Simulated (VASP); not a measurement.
# H (Cmcm) in VASP: single point with PBE+D3(BJ)

Aim: the single point of H with PBE+D3(BJ).

Everything below comes from runs of VASP 6.6.1. Logs are shortened: lines on timing, memory, paths and dates and some standing lists are left out, and cuts for length are marked.

### Step 1. The cell of the first run

It takes space group Cmcm (No. 63, orthorhombic). Conventional cell: a = 3.310 Å, b = 5.418 Å, c = 6.364 Å, α = 90.00°, β = 90.00°, γ = 90.00°. H (site symmetry m) has 1 H at 0.75 Å within 1.0 Å.

### Step 2. Single point, PBE+D3(BJ)

INCAR reads:

```
  ALGO = Normal
  EDIFF = 1E-7
  ENCUT = 520
  GGA = PE
  ISIF = 2
  ISMEAR = 0
  IVDW = 12
  LASPH = True
  LCHARG = False
  LREAL = False
  LWAVE = False
  NBANDS = 10
  NELM = 60
  PREC = Accurate
  SIGMA = 0.02
```

KPOINTS reads:

```
k-points
0
Gamma
  8 8 4
```

POSCAR reads:

```
H
1.0
    1.6551707730     -2.7088517349      0.0000000000
    1.6551707730      2.7088517349      0.0000000000
    0.0000000000      0.0000000000      6.3639358965
H
4
Direct
    0.5567083718      0.4432916282      0.9660868610
    0.4432916282      0.5567083718      0.0339131390
    0.4432916282      0.5567083718      0.4660868610
    0.5567083718      0.4432916282      0.5339131390
```

Potentials or basis: VASP PAW PBE potentials, release 64 (H).

Launch:

```bash
$ cat potpaw_PBE.64/H/POTCAR > POTCAR
$ mpirun -np 1 vasp_std > vasp.out
```

OUTCAR:

```text
EDIFF = 1E-7
   ENCUT = 520
   GGA = PE
   ISIF = 2
   ISMEAR = 0
   IVDW = 12
   LASPH = True
   LREAL = False
   NELM = 60
   PREC = Accurate
 IVDW          = 12

 ion  position               nearest neighbor table
   1  0.557  0.443  0.966-   2 0.75
   2  0.443  0.557  0.034-   1 0.75
   3  0.443  0.557  0.466-   4 0.75
   4  0.557  0.443  0.534-   3 0.75

  LATTYP: Found a base centered orthorhombic cell.
 ALAT       =     3.3103415460
 B/A-ratio  =     1.6365995456
 C/A-ratio  =     1.9224408745

  Lattice vectors:

 A1 = (   1.6551707730,  -2.7088517349,   0.0000000000)
 A2 = (   1.6551707730,   2.7088517349,   0.0000000000)
 A3 = (   0.0000000000,   0.0000000000,   6.3639358965)

Analysis of symmetry for initial positions (statically):
=====================================================================
 Subroutine PRICEL returns:
 Original cell was already a primitive cell.

 Routine SETGRP: Setting up the symmetry group for a
 base centered orthorhombic supercell.

 Subroutine GETGRP returns: Found  8 space group operations
 (whereof  4 operations were pure point group operations)
 out of a pool of  8 trial point group operations.

The static configuration has the point symmetry C_2h.
 The point group associated with its full space group is D_2h.

Analysis of symmetry for dynamics (positions and initial velocities):
=====================================================================
 Subroutine PRICEL returns:
 Original cell was already a primitive cell.

 Routine SETGRP: Setting up the symmetry group for a
 base centered orthorhombic supercell.

 Subroutine GETGRP returns: Found  8 space group operations
 (whereof  4 operations were pure point group operations)
 out of a pool of  8 trial point group operations.

The dynamic configuration has the point symmetry C_2h.
 The point group associated with its full space group is D_2h.

 Subroutine INISYM returns: Found  8 space group operations
 (whereof  4 operations are pure point group operations),
 and found     1 'primitive' translations

----------------------------------------------------------------------------------------

                                     Primitive cell

  volume of cell :      57.0668

  direct lattice vectors                    reciprocal lattice vectors
     1.655170773 -2.708851735  0.000000000     0.302083633 -0.184580054  0.000000000
     1.655170773  2.708851735  0.000000000     0.302083633  0.184580054  0.000000000
     0.000000000  0.000000000  6.363935897     0.000000000  0.000000000  0.157135461

  length of vectors
     3.174502797  3.174502797  6.363935897     0.354011748  0.354011748  0.157135461

  position of ions in fractional coordinates (direct lattice)
     0.556708372  0.443291628  0.966086861
     0.443291628  0.556708372  0.033913139
     0.443291628  0.556708372  0.466086861
     0.556708372  0.443291628  0.533913139

  ion indices of the primitive-cell ions
   primitive index   ion index
                 1           1
                 2           2
                 3           3
                 4           4

----------------------------------------------------------------------------------------

 KPOINTS: k-points

Automatic generation of k-mesh.
 Grid dimensions read from file:
 generate k-points for:    8    8    4

 Generating k-lattice:

  Cartesian coordinates                     Fractional coordinates (reciprocal lattice)
     0.037760454 -0.023072507  0.000000000     0.125000000  0.000000000  0.000000000
     0.037760454  0.023072507  0.000000000     0.000000000  0.125000000  0.000000000
     0.000000000  0.000000000  0.039283865     0.000000000  0.000000000  0.250000000

  Length of vectors
     0.044251468  0.044251468  0.039283865

  Shift w.r.t. Gamma in fractional coordinates (k-lattice)
     0.000000000  0.000000000  0.000000000

 Subroutine IBZKPT returns following result:
 ===========================================

 Found     63 irreducible k-points:

 Following reciprocal coordinates:
            Coordinates               Weight
  0.000000  0.000000  0.000000      1.000000
  0.125000  0.000000  0.000000      4.000000
  0.250000  0.000000  0.000000      4.000000
  0.375000 -0.000000  0.000000      4.000000
  0.500000  0.000000  0.000000      2.000000
  0.125000  0.125000  0.000000      2.000000
[... 16 lines left out ...]
  0.125000  0.000000  0.250000      8.000000
  0.250000  0.000000  0.250000      8.000000
 [... further k-points ...]
   k-points           NKPTS =     63   k-points in BZ     NKDIM =     63   number of bands    NBANDS=     10
   number of dos      NEDOS =    301   number of ions     NIONS =      4
   total plane-waves  NPLWV =  27648
   dimension x,y,z NGX =    24 NGY =   24 NGZ =   48
   dimension x,y,z NGXF=    48 NGYF=   48 NGZF=   96
   ions per type =               4
   NGX,Y,Z   is equivalent  to a cutoff of  12.57, 12.57, 12.54 a.u.
   NGXF,Y,Z  is equivalent  to a cutoff of  25.14, 25.14, 25.08 a.u.
 SYSTEM =  unknown system
   PREC   = accura    normal or accurate (medium, high low for compatibility)
   ISTART =      0    job   : 0-new  1-cont  2-samecut
   ICHARG =      2    charge: 1-file 2-atom 10-const
   ISPIN  =      1    spin polarized calculation?
   LNONCOLLINEAR =      F non collinear calculations
   LSORBIT =      F    spin-orbit coupling
   LASPH  =      T    aspherical Exc in radial PAW
   ENCUT  =  520.0 eV  38.22 Ry    6.18 a.u.   5.90  5.90 11.83*2*pi/ulx,y,z
   NELM   =     60;   NELMIN=  2; NELMDL= -5     # of ELM steps
   EDIFF  = 0.1E-06   stopping-criterion for ELM
   LREAL  =      F    real-space projection
   EDIFFG = 0.1E-05   stopping-criterion for IOM
   NSW    =      0    number of steps for IOM
   IBRION =     -1    ionic relax: 0-MD 1-quasi-New 2-CG
   NFREE  =      0    steps in history (QN), initial steepest desc. (CG)
   ISIF   =      2    stress and relaxation
   ISYM   =      2    0-nonsym 1-usesym 2-fastsym
   POTIM  = 0.5000    time-step for ionic-motion
   TEBEG  =    0.0;   TEEND  =   0.0 temperature during run
   PSTRESS=    0.0 pullay stress
   NELECT =       4.0000    total number of electrons
   NUPDOWN=      -1.0000    fix difference up-down
   EMIN   =  10.00;   EMAX   =-10.00  energy-range for DOS
   EFERMI =   0.00;   METHOD = LEGACY
   ISMEAR =     0;   SIGMA  =   0.02  broadening in eV -4-tet -1-fermi 0-gaus
   EFERMI_NEDOS =   21; number of points for ismear=-14 and -15
   IALGO  =     38    algorithm
   IMIX   =      4    mixing-type and parameters
     AMIX     =   0.40;   BMIX     =  1.00
     AMIX_MAG =   1.60;   BMIX_MAG =  1.00
  volume/ion in A,a.u.               =      14.27        96.28
  Fermi-wavevector in a.u.,A,eV,Ry     =   0.674994  1.275555  6.199053  0.455618
  Thomas-Fermi vector in A             =   1.751879
   LORBIT       =      0    0 simple, 1 ext, 2 COOP (PROOUT), +10 PAW based schemes
   GGA     = PE    functional components
   LHFCALC =     F    Hartree Fock is set to
   AEXX    =    0.0000 exact exchange contribution
   IVDW    =    12    specifies the selected vdW correction
   LEPSILON=     F    determine dielectric tensor
   LRPA    =     F    only Hartree local field effects (RPA)
 non-spin polarized calculation
 Gauss-broadening in eV      SIGMA  =   0.02
  energy-cutoff  :      520.00
  volume of cell :       57.07
 maximum number of plane-waves:      1552
   NGX = 11   NGY = 11   NGZ = 23

 number of electron       4.0000000 magnetization

 Free energy of the ion-electron system (eV)
  ---------------------------------------------------
  ext. energy  EPLUGINS =         0.00000000
  ---------------------------------------------------
  free energy    TOTEN  =       -13.56692732 eV

  energy without entropy =      -13.56692732  energy(sigma->0) =      -13.56692732

 E-fermi :  -8.3625     XC(G=0):  -4.8317

 val. band max:       -8.5072719906   @ k =   0.3750   0.3750   0.0000
 cond. band min:       0.0229761037   @ k =   0.0000   0.0000   0.0000
 fundamental gap:      8.5302480943
 Fermi energy:        -8.3624920066

 k-point     1 :       0.0000    0.0000    0.0000
  band No.  band energies     occupation
      1     -10.3894      2.00000
      2      -9.6274      2.00000
      3       0.0230      0.00000
      4       3.7872      0.00000
      5       7.2781      0.00000
      6       8.3279      0.00000
      7       9.4130      0.00000
      8      12.2547      0.00000
      9      12.4661      0.00000
     10      12.6620      0.00000

 k-point     2 :       0.1250    0.0000    0.0000
  band No.  band energies     occupation
      1     -10.2515      2.00000
      2      -9.5124      2.00000
      3       0.2823      0.00000
      4       3.4816      0.00000
      5       6.6588      0.00000
      6       8.1769      0.00000
      7       8.7209      0.00000
      8      10.9337      0.00000
      9      12.0980      0.00000
     10      13.1552      0.00000

 k-point     3 :       0.2500    0.0000    0.0000
  band No.  band energies     occupation
      1      -9.8907      2.00000
      2      -9.2162      2.00000
      3       0.9889      0.00000
      4       2.6365      0.00000
      5       5.0967      0.00000
      6       7.7852      0.00000
      7       8.3579      0.00000
      8       9.4800      0.00000
      9      11.2527      0.00000
     10      11.8911      0.00000

 k-point     4 :       0.3750   -0.0000    0.0000
  band No.  band energies     occupation
      1      -9.4792      2.00000
      2      -8.8881      2.00000
      3       1.1446      0.00000
      4       2.6327      0.00000
      5       3.7541      0.00000
      6       7.2208      0.00000
      7       7.8955      0.00000
      8       8.5614      0.00000
      9       9.0460      0.00000
     10      11.7447      0.00000

 k-point     5 :       0.5000    0.0000    0.0000
  band No.  band energies     occupation
      1      -9.2891      2.00000
      2      -8.7409      2.00000
      3       0.7706      0.00000
      4       3.2391      0.00000
      5       3.4970      0.00000
      6       6.2185      0.00000
      7       7.4823      0.00000
      8       8.4508      0.00000
      9       8.6229      0.00000
     10      11.4117      0.00000

 k-point     6 :       0.1250    0.1250    0.0000
  band No.  band energies     occupation
      1     -10.0223      2.00000
      2      -9.3256      2.00000
      3       0.7842      0.00000
      4       3.0787      0.00000
      5       6.4875      0.00000
      6       7.0819      0.00000
      7       7.1492      0.00000
      8      10.1734      0.00000
      9      11.0432      0.00000
     10      12.4244      0.00000
[... 183 lines left out ...]
 k-point    21 :       0.5000    0.5000    0.0000
  band No.  band energies     occupation
      1      -9.0412      2.00000
      2      -8.5195      2.00000
      3       0.1205      0.00000
      4       2.2752      0.00000
      5       4.4114      0.00000
      6       6.3211      0.00000
      7       7.1289      0.00000
      8       8.7392      0.00000
      9      10.7913      0.00000
     10      11.0132      0.00000

 k-point    22 :       0.0000    0.0000    0.2500
  band No.  band energies     occupation
      1     -10.2915      2.00000
      2      -9.7552      2.00000
      3       0.4807      0.00000
      4       3.0906      0.00000
      5       7.3228      0.00000
      6       8.0412      0.00000
      7       9.7322      0.00000
      8      11.1582      0.00000
      9      12.8566      0.00000
     10      14.1912      0.00000

 k-point    23 :       0.1250    0.0000    0.2500
  band No.  band energies     occupation
      1     -10.1562      2.00000
      2      -9.6358      2.00000
      3       0.7182      0.00000
      4       3.0077      0.00000
      5       6.5644      0.00000
      6       7.3310      0.00000
      7       9.3977      0.00000
      8      10.7319      0.00000
      9      12.2189      0.00000
     10      13.6738      0.00000

 k-point    24 :       0.2500    0.0000    0.2500
  band No.  band energies     occupation
      1      -9.8025      2.00000
      2      -9.3273      2.00000
      3       1.3398      0.00000
      4       2.5656      0.00000
      5       4.9918      0.00000
      6       6.4981      0.00000
      7       8.9119      0.00000
      8       9.8092      0.00000
      9      11.0639      0.00000
     10      11.4869      0.00000

 [... further k-points ...]

------------------------ aborting loop because EDIFF is reached ----------------------------------------

 Edisp (eV)   -0.06093

 E8    (eV) :    -0.0106

  FORCE on cell =-STRESS in cart. coord.  units (eV):
  Direction    XX          YY          ZZ          XY          YZ          ZX
  --------------------------------------------------------------------------------------
  -------------------------------------------------------------------------------------
  Total      -0.05400    -0.08550    -0.06456     0.00000    -0.00000     0.00000
  in kB      -1.51613    -2.40046    -1.81261     0.00000    -0.00000     0.00000
  external pressure =       -1.91 kB  Pullay stress =        0.00 kB

 VOLUME and BASIS-vectors are now :
 -----------------------------------------------------------------------------
  energy-cutoff  :      520.00
  volume of cell :       57.07
      direct lattice vectors                 reciprocal lattice vectors
     1.655170773 -2.708851735  0.000000000     0.302083633 -0.184580054  0.000000000
     1.655170773  2.708851735  0.000000000     0.302083633  0.184580054  0.000000000
     0.000000000  0.000000000  6.363935897     0.000000000  0.000000000  0.157135461

 POSITION                                       TOTAL-FORCE (eV/Angst)
 -----------------------------------------------------------------------------------
      1.65517     -0.30723      6.14811         0.000000      0.016981      0.011666
      1.65517      0.30723      0.21582         0.000000     -0.016981     -0.011666
      1.65517      0.30723      2.96615         0.000000     -0.016981      0.011666
      1.65517     -0.30723      3.39779         0.000000      0.016981     -0.011666
 -----------------------------------------------------------------------------------
    total drift:                                0.000000      0.000000      0.000000

  FREE ENERGIE OF THE ION-ELECTRON SYSTEM (eV)
  ---------------------------------------------------
  free  energy   TOTEN  =       -13.6278586226 eV

  energy  without entropy=      -13.6278586226  energy(sigma->0) =      -13.62785862
```

Wall time 8.4 s (1 thread of Intel Xeon 6975P-C (Granite Rapids), shared host); peak memory 0.18 GiB.

What came out:

```yaml
Free_energy: -13.6279 eV
Pressure: -0.2 GPa
Largest_force: 0.021 eV/Å
Band_gap_on_the_k_mesh: 8.53 eV, indirect (least direct gap 8.64 eV)
Dispersion_energy_per_atom: -0.015 eV
```

Forces on the atoms (eV/Å):
```
H    0.000  0.017  0.012
H    0.000 -0.017 -0.012
H    0.000 -0.017  0.012
H    0.000  0.017 -0.012
```
